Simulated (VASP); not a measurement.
# ScAl2As3 (P1) in VASP: single point with PBEsol

Aim: the single point of ScAl2As3 with PBEsol.

All numbers are computed with VASP 6.6.1; they aren't measurements. Logs are shortened: lines on timing, memory, paths and dates and some standing lists are left out, and cuts for length are marked.

## (1) The cell of the first run

The typed cell holds 6 atoms: a = 4.960 Å, b = 4.924 Å, c = 5.193 Å, α = 86.37°, β = 86.77°, γ = 117.87°.

## (2) Single point, PBEsol

INCAR

```
SYSTEM = ScAl2As3
ALGO = Normal ; EDIFF = 1E-6
ENCUT = 520 ; GGA = PS
ISIF = 2 ; ISMEAR = -1
LASPH = .TRUE. ; LCHARG = .FALSE.
LREAL = .FALSE. ; LWAVE = .FALSE.
NBANDS = 25 ; NELM = 60
PREC = Accurate ; SIGMA = 0.05
```

KPOINTS

```
k-points
0
G
  4 4 4
  0 0 0
```

POSCAR

```
ScAl2As3
1.0
    2.5646266138     -4.2431855665      0.1421333925
    2.5263504943      4.2234788698      0.1663834668
    0.2881531713      0.0062647921      5.1849637108
Sc Al As
1 2 3
Direct
    0.5906684804      0.6049414923      0.0823054706
    0.0138630375      0.3694892450      0.4621735887
    0.3575948259      0.0252969717      0.4751468552
    0.3500696913      0.9960148952     -0.0202053600
    0.9258910701      0.2888814322     -0.0252844324
   -0.2420312302     -0.2507764951      0.5599486325
```

Potentials or basis: VASP PAW PBE potentials, release 64 (Sc_sv, Al, As).

Launch:

```
$ cat potpaw_PBE.64/Sc_sv/POTCAR potpaw_PBE.64/Al/POTCAR potpaw_PBE.64/As/POTCAR > POTCAR
$ mpirun -np 1 vasp_std > vasp.out
```

OUTCAR:

```text
SYSTEM = ScAl2As3
   EDIFF = 1E-6
   ENCUT = 520
   GGA = PS
   ISIF = 2
   ISMEAR = -1
   LASPH = .TRUE.
   LREAL = .FALSE.
   NELM = 60
   PREC = Accurate

 ion  position               nearest neighbor table
   1  0.591  0.605  0.082-   6 2.69   6 2.74   4 2.74   4 2.76   5 2.81   5 2.97   5 3.02   2 3.07
                             3 3.09
   2  0.014  0.369  0.462-   5 2.62   5 2.65   6 2.70   6 2.76   3 2.87   3 2.88   3 2.91   1 3.07

   3  0.358  0.025  0.475-   4 2.59   4 2.61   6 2.62   2 2.87   2 2.88   2 2.91   6 2.92   1 3.09

   4  0.350  0.996  0.980-   5 2.52   3 2.59   3 2.61   1 2.74   1 2.76
   5  0.926  0.289  0.975-   4 2.52   2 2.62   2 2.65   1 2.81   1 2.97   1 3.02
   6  0.758  0.749  0.560-   3 2.62   1 2.69   2 2.70   1 2.74   2 2.76   3 2.92

  LATTYP: Found a triclinic cell.
 ALAT       =     4.9600539635
 B/A-ratio  =     1.7069946709
 C/A-ratio  =     1.5500907567
 COS(alpha) =     0.0028646871
 COS(beta)  =     0.3837182643
 COS(gamma) =     0.8577148049

  Lattice vectors:

 A1 = (  -2.5646266138,   4.2431855665,  -0.1421333925)
 A2 = (  -0.0382761195,   8.4666644363,   0.0242500743)
 A3 = (  -5.3791302794,   0.0134419046,  -5.4934805701)

Analysis of symmetry for initial positions (statically):
=====================================================================
 Subroutine PRICEL returns:
 Original cell was already a primitive cell.

 Routine SETGRP: Setting up the symmetry group for a
 triclinic supercell.

 Subroutine GETGRP returns: Found  1 space group operations
 (whereof  1 operations were pure point group operations)
 out of a pool of  2 trial point group operations.

The static configuration has the point symmetry C_1 .

Analysis of symmetry for dynamics (positions and initial velocities):
=====================================================================
 Subroutine PRICEL returns:
 Original cell was already a primitive cell.

 Routine SETGRP: Setting up the symmetry group for a
 triclinic supercell.

 Subroutine GETGRP returns: Found  1 space group operations
 (whereof  1 operations were pure point group operations)
 out of a pool of  2 trial point group operations.

The dynamic configuration has the point symmetry C_1 .

 Subroutine INISYM returns: Found  1 space group operations
 (whereof  1 operations are pure point group operations),
 and found     1 'primitive' translations

----------------------------------------------------------------------------------------

                                     Primitive cell

  volume of cell :     111.3665

  direct lattice vectors                    reciprocal lattice vectors
     2.564626614 -4.243185567  0.142133393     0.196625944 -0.117190468 -0.010785845
     2.526350494  4.223478870  0.166383467     0.197560797  0.119035260 -0.011123222
     0.288153171  0.006264792  5.184963711    -0.011729680 -0.000607298  0.193517989

  length of vectors
     4.960053964  4.924216084  5.192968340     0.229154319  0.230918573  0.193874099

  position of ions in fractional coordinates (direct lattice)
     0.590668480  0.604941492  0.082305471
     0.013863038  0.369489245  0.462173589
     0.357594826  0.025296972  0.475146855
     0.350069691  0.996014895  0.979794640
     0.925891070  0.288881432  0.974715568
     0.757968770  0.749223505  0.559948633

  ion indices of the primitive-cell ions
   primitive index   ion index
                 1           1
                 2           2
                 3           3
                 4           4
                 5           5
                 6           6

----------------------------------------------------------------------------------------

 KPOINTS: k-points

Automatic generation of k-mesh.
 Grid dimensions read from file:
 generate k-points for:    4    4    4

 Generating k-lattice:

  Cartesian coordinates                     Fractional coordinates (reciprocal lattice)
     0.049156486 -0.029297617 -0.002696461     0.250000000  0.000000000 -0.000000000
     0.049390199  0.029758815 -0.002780805    -0.000000000  0.250000000 -0.000000000
    -0.002932420 -0.000151825  0.048379497     0.000000000  0.000000000  0.250000000

  Length of vectors
     0.057288580  0.057729643  0.048468525

  Shift w.r.t. Gamma in fractional coordinates (k-lattice)
     0.000000000  0.000000000  0.000000000

 Subroutine IBZKPT returns following result:
 ===========================================

 Found     36 irreducible k-points:

 Following reciprocal coordinates:
            Coordinates               Weight
  0.000000  0.000000  0.000000      1.000000
  0.250000  0.000000 -0.000000      2.000000
  0.500000  0.000000 -0.000000      1.000000
  0.000000  0.250000 -0.000000      2.000000
  0.250000  0.250000 -0.000000      2.000000
  0.500000  0.250000  0.000000      2.000000
[... 16 lines left out ...]
 -0.000000 -0.250000  0.250000      2.000000
  0.250000 -0.250000  0.250000      2.000000
 [... further k-points ...]
   k-points           NKPTS =     36   k-points in BZ     NKDIM =     36   number of bands    NBANDS=     25
   number of dos      NEDOS =    301   number of ions     NIONS =      6
   total plane-waves  NPLWV =  64000
   dimension x,y,z NGX =    40 NGY =   40 NGZ =   40
   dimension x,y,z NGXF=    80 NGYF=   80 NGZF=   80
   ions per type =               1   2   3
   NGX,Y,Z   is equivalent  to a cutoff of  13.41, 13.50, 12.81 a.u.
   NGXF,Y,Z  is equivalent  to a cutoff of  26.81, 27.01, 25.61 a.u.
 SYSTEM =  ScAl2As3
   PREC   = accura    normal or accurate (medium, high low for compatibility)
   ISTART =      0    job   : 0-new  1-cont  2-samecut
   ICHARG =      2    charge: 1-file 2-atom 10-const
   ISPIN  =      1    spin polarized calculation?
   LNONCOLLINEAR =      F non collinear calculations
   LSORBIT =      F    spin-orbit coupling
   LASPH  =      T    aspherical Exc in radial PAW
   ENCUT  =  520.0 eV  38.22 Ry    6.18 a.u.   9.22  9.16  9.66*2*pi/ulx,y,z
   NELM   =     60;   NELMIN=  2; NELMDL= -5     # of ELM steps
   EDIFF  = 0.1E-05   stopping-criterion for ELM
   LREAL  =      F    real-space projection
   EDIFFG = 0.1E-04   stopping-criterion for IOM
   NSW    =      0    number of steps for IOM
   IBRION =     -1    ionic relax: 0-MD 1-quasi-New 2-CG
   NFREE  =      0    steps in history (QN), initial steepest desc. (CG)
   ISIF   =      2    stress and relaxation
   ISYM   =      2    0-nonsym 1-usesym 2-fastsym
   POTIM  = 0.5000    time-step for ionic-motion
   TEBEG  =    0.0;   TEEND  =   0.0 temperature during run
   PSTRESS=    0.0 pullay stress
   NELECT =      32.0000    total number of electrons
   NUPDOWN=      -1.0000    fix difference up-down
   EMIN   =  10.00;   EMAX   =-10.00  energy-range for DOS
   EFERMI =   0.00;   METHOD = LEGACY
   ISMEAR =    -1;   SIGMA  =   0.05  broadening in eV -4-tet -1-fermi 0-gaus
   EFERMI_NEDOS =   21; number of points for ismear=-14 and -15
   IALGO  =     38    algorithm
   IMIX   =      4    mixing-type and parameters
     AMIX     =   0.40;   BMIX     =  1.00
     AMIX_MAG =   1.60;   BMIX_MAG =  1.00
  volume/ion in A,a.u.               =      18.56       125.26
  Fermi-wavevector in a.u.,A,eV,Ry     =   1.080289  2.041450 15.878331  1.167024
  Thomas-Fermi vector in A             =   2.216276
   LORBIT       =      0    0 simple, 1 ext, 2 COOP (PROOUT), +10 PAW based schemes
   GGA     = PS    functional components
   LHFCALC =     F    Hartree Fock is set to
   AEXX    =    0.0000 exact exchange contribution
   IVDW    =     0    specifies the selected vdW correction
   LEPSILON=     F    determine dielectric tensor
   LRPA    =     F    only Hartree local field effects (RPA)
 non-spin polarized calculation
  energy-cutoff  :      520.00
  volume of cell :      111.37
 maximum number of plane-waves:      3028
 NGX is ok and might be reduce to    40
   NGX = 19   NGY = 19   NGZ = 19

 number of electron      32.0000001 magnetization

 Free energy of the ion-electron system (eV)
  ---------------------------------------------------
  ext. energy  EPLUGINS =         0.00000000
  ---------------------------------------------------
  free energy    TOTEN  =       -32.20681113 eV

  energy without entropy =      -32.19412807  energy(sigma->0) =      -32.20046960

 E-fermi :   6.2294     XC(G=0): -10.5484

 val. band max:        6.1861784752   @ k =   0.5000   0.5000  -0.0000
 cond. band min:       6.2415680226   @ k =   0.2500   0.5000   0.5000
 fundamental gap:      0.0553895474
 Fermi energy:         6.2294213345

 k-point     1 :       0.0000    0.0000    0.0000
  band No.  band energies     occupation
      1     -42.8222      2.00000
      2     -21.6380      2.00000
      3     -21.5725      2.00000
      4     -21.5637      2.00000
      5      -7.1980      2.00000
      6      -4.3592      2.00000
[... 17 lines left out ...]
     24       9.5771      0.00000
     25      10.1096      0.00000

 k-point     2 :       0.2500    0.0000   -0.0000
  band No.  band energies     occupation
      1     -42.8221      2.00000
      2     -21.6408      2.00000
      3     -21.5726      2.00000
      4     -21.5644      2.00000
      5      -6.7930      2.00000
      6      -4.4074      2.00000
[... 17 lines left out ...]
     24      10.2537      0.00000
     25      10.4927      0.00000

 k-point     3 :       0.5000    0.0000   -0.0000
  band No.  band energies     occupation
      1     -42.8221      2.00000
      2     -21.6436      2.00000
      3     -21.5727      2.00000
      4     -21.5652      2.00000
      5      -5.9466      2.00000
      6      -5.2264      2.00000
[... 17 lines left out ...]
     24      10.8172      0.00000
     25      11.0412      0.00000

 k-point     4 :       0.0000    0.2500   -0.0000
  band No.  band energies     occupation
      1     -42.8221      2.00000
      2     -21.6389      2.00000
      3     -21.5725      2.00000
      4     -21.5687      2.00000
      5      -6.8189      2.00000
      6      -4.4515      2.00000
[... 17 lines left out ...]
     24      10.0052      0.00000
     25      10.5783      0.00000

 k-point     5 :       0.2500    0.2500   -0.0000
  band No.  band energies     occupation
      1     -42.8220      2.00000
      2     -21.6417      2.00000
      3     -21.5725      2.00000
      4     -21.5694      2.00000
      5      -6.1637      2.00000
      6      -4.7836      2.00000
[... 17 lines left out ...]
     24      10.4542      0.00000
     25      10.8621      0.00000

 k-point     6 :       0.5000    0.2500    0.0000
  band No.  band energies     occupation
      1     -42.8220      2.00000
      2     -21.6421      2.00000
      3     -21.5725      2.00000
      4     -21.5697      2.00000
      5      -6.0825      2.00000
      6      -4.9057      2.00000
[... 17 lines left out ...]
     24      10.5139      0.00000
     25      11.0273      0.00000
[... 393 lines left out ...]
 k-point    21 :       0.5000    0.5000    0.2500
  band No.  band energies     occupation
      1     -42.8220      2.00000
      2     -21.6409      2.00000
      3     -21.5746      2.00000
      4     -21.5733      2.00000
      5      -5.9381      2.00000
      6      -4.8773      2.00000
[... 17 lines left out ...]
     24      10.7434      0.00000
     25      11.1521      0.00000

 k-point    22 :      -0.2500    0.5000    0.2500
  band No.  band energies     occupation
      1     -42.8220      2.00000
      2     -21.6404      2.00000
      3     -21.5741      2.00000
      4     -21.5737      2.00000
      5      -6.0590      2.00000
      6      -4.6717      2.00000
[... 17 lines left out ...]
     24      10.7833      0.00000
     25      11.2262      0.00000

 k-point    23 :      -0.0000   -0.2500    0.2500
  band No.  band energies     occupation
      1     -42.8221      2.00000
      2     -21.6392      2.00000
      3     -21.5741      2.00000
      4     -21.5686      2.00000
      5      -6.5797      2.00000
      6      -4.7527      2.00000
[... 17 lines left out ...]
     24      10.5443      0.00000
     25      10.8435      0.00000

 k-point    24 :       0.2500   -0.2500    0.2500
  band No.  band energies     occupation
      1     -42.8221      2.00000
      2     -21.6396      2.00000
      3     -21.5740      2.00000
      4     -21.5689      2.00000
      5      -6.5888      2.00000
      6      -4.6648      2.00000
[... 17 lines left out ...]
     24      10.3533      0.00000
     25      10.8790      0.00000

 [... further k-points ...]

------------------------ aborting loop because EDIFF is reached ----------------------------------------

  FORCE on cell =-STRESS in cart. coord.  units (eV):
  Direction    XX          YY          ZZ          XY          YZ          ZX
  --------------------------------------------------------------------------------------
  -------------------------------------------------------------------------------------
  Total        0.1776813      0.1713349      0.2000104     -0.0149027      0.0034046      0.0143715
  in kB        2.5562176      2.4649139      2.8774551     -0.2143982      0.0489798      0.2067560
  external PRESSURE =       2.6328622 kB  Pullay stress =       0.0000000 kB

 VOLUME and BASIS-vectors are now :
 -----------------------------------------------------------------------------
  energy-cutoff  :      520.00
  volume of cell :      111.37
      direct lattice vectors                 reciprocal lattice vectors
     2.564626614 -4.243185567  0.142133393     0.196625944 -0.117190468 -0.010785845
     2.526350494  4.223478870  0.166383467     0.197560797  0.119035260 -0.011123222
     0.288153171  0.006264792  5.184963711    -0.011729680 -0.000607298  0.193517989

 POSITION                                       TOTAL-FORCE (eV/Angst)
 -----------------------------------------------------------------------------------
      3.06685      0.04916      0.61136        -0.003396      0.002393      0.006129
      1.10219      1.50460      2.45980         0.007225     -0.002660      0.003500
      1.11792     -1.40752      2.51865         0.006392     -0.005287      0.002971
      3.69641      2.72738      5.29568        -0.037098      0.023072     -0.010217
      3.38525     -2.70254      5.23353         0.032820     -0.022807     -0.008904
      3.99806     -0.04836      3.13570        -0.005944      0.005287      0.006521
 -----------------------------------------------------------------------------------
    total drift:                               -0.000006      0.000000      0.000260

  FREE ENERGIE OF THE ION-ELECTRON SYSTEM (eV)
  ---------------------------------------------------
  free  energy   TOTEN  =       -32.2068111316 eV

  energy  without entropy=      -32.1941280656  energy(sigma->0) =      -32.20046960
```

Wall time 48 s (1 thread of Intel Xeon 6975P-C (Granite Rapids), shared host); peak memory 0.29 GiB.

Results:

| Property | Result |
| --- | --- |
| Free energy | -32.2068 eV |
| Pressure | 0.3 GPa |
| Largest force | 0.045 eV/Å |
| Band gap on the k mesh | zero (band 16 reaches 7.13 eV, above the bottom of band 17 at 5.33 eV) |

Forces in eV/Å, atoms in the order of the input:
```
Sc  -0.003  0.002  0.006
Al   0.007 -0.003  0.004
Al   0.006 -0.005  0.003
As  -0.037  0.023 -0.010
As   0.033 -0.023 -0.009
As  -0.006  0.005  0.007
```

Levels at points of the mesh, in eV from the Fermi level:
| k point | band 14 | band 15 | band 16 | band 17 | band 18 | band 19 |
| --- | --- | --- | --- | --- | --- | --- |
| (0.00, 0.00, 0.00) | -1.67 | -0.96 | -0.39 | 0.08 | 0.48 | 0.87 |
| (0.50, 0.00, 0.00) | -1.93 | -1.00 | -0.47 | 0.98 | 1.24 | 1.56 |
| (0.00, 0.50, 0.00) | -2.10 | -1.37 | -0.16 | 0.63 | 1.22 | 1.64 |
| (0.50, 0.50, 0.00) | -2.15 | -1.50 | -0.04 | 0.97 | 1.75 | 2.15 |
| (0.00, 0.00, 0.50) | -2.61 | -1.26 | -1.14 | -0.90 | 0.59 | 0.96 |
| (0.50, 0.00, 0.50) | -0.41 | -0.23 | 0.90 | 1.38 | 1.55 | 2.04 |
| (0.00, 0.50, 0.50) | -0.37 | 0.06 | 0.50 | 0.89 | 1.44 | 2.12 |
| (0.50, 0.50, 0.50) | -0.53 | 0.29 | 0.57 | 1.01 | 1.56 | 2.18 |

Caveat: the k points lie up to 0.36 Å⁻¹ apart; the PAW data sets were made with another functional, which shifts forces and pressure a little.
